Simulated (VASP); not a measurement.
## TiO2: single point with PBEsol

TiO2:

```
Ti O
1.0
    -3.77067    0.00000    0.00000
     0.00000   -3.77067    0.00000
    -1.50827    0.00000    9.54634
Ti O
4 8
Direct
  0.65000 0.00000 0.87500
  0.35000 0.50000 0.37500
  0.25000 0.00000 0.62500
  0.95000 0.50000 0.12500
  0.26695 0.50000 0.58262
  0.96695 0.00000 0.08262
  0.16695 0.00000 0.83262
  0.86695 0.50000 0.33262
  0.33305 0.00000 0.41738
  0.63305 0.50000 0.91738
  0.73305 0.00000 0.66738
  0.43305 0.50000 0.16738
```

* Program: VASP 6.6.1
* Task: single point
* Functional: PBEsol
* Potentials or basis: VASP PAW PBE potentials, release 64 (Ti_sv, O)
* Cutoff: 520 eV
* k mesh: 7 × 7 × 3
* Occupations: gaussian, width 0.05 eV
* Spin: no spin polarisation

```yaml
Pressure: -3.5 GPa
Largest_force: 1.324 eV/Å
Band_gap_on_the_k_mesh: 1.91 eV, indirect (least direct gap 2.19 eV)
```

Forces in eV/Å, atoms in the order of the input:
```
Ti  -0.306  0.000 -0.015
Ti   0.008  0.000 -0.178
Ti  -0.008  0.000  0.178
Ti   0.306  0.000  0.015
O    0.005  0.000  0.028
O    0.432  0.000 -0.030
O   -0.355  0.000 -1.276
O    0.046  0.000 -0.551
O   -0.005  0.000 -0.028
O   -0.432  0.000  0.030
O   -0.046  0.000  0.551
O    0.355  0.000  1.276
```

Stress tensor (GPa, compression positive):
```
-2.16  0.00  3.48
 0.00 -8.89  0.00
 3.48  0.00  0.55
```

Levels at points of the mesh, in eV from the valence-band top:
```tsv
k point	band 45	band 46	band 47	band 48	band 49	band 50	band 51	band 52
(0.00, 0.00, 0.00)	-0.44	-0.44	-0.41	-0.33	1.97	2.03	2.48	2.52
```

It took 3.2 min on 1 thread of Intel(R) Xeon(R) 6975P-C (Granite Rapids), with other jobs on the host, peak memory 0.38 GiB.

Caveat: the PAW data sets were made with another functional, which shifts forces and pressure a little. A k mesh can miss the band edges.
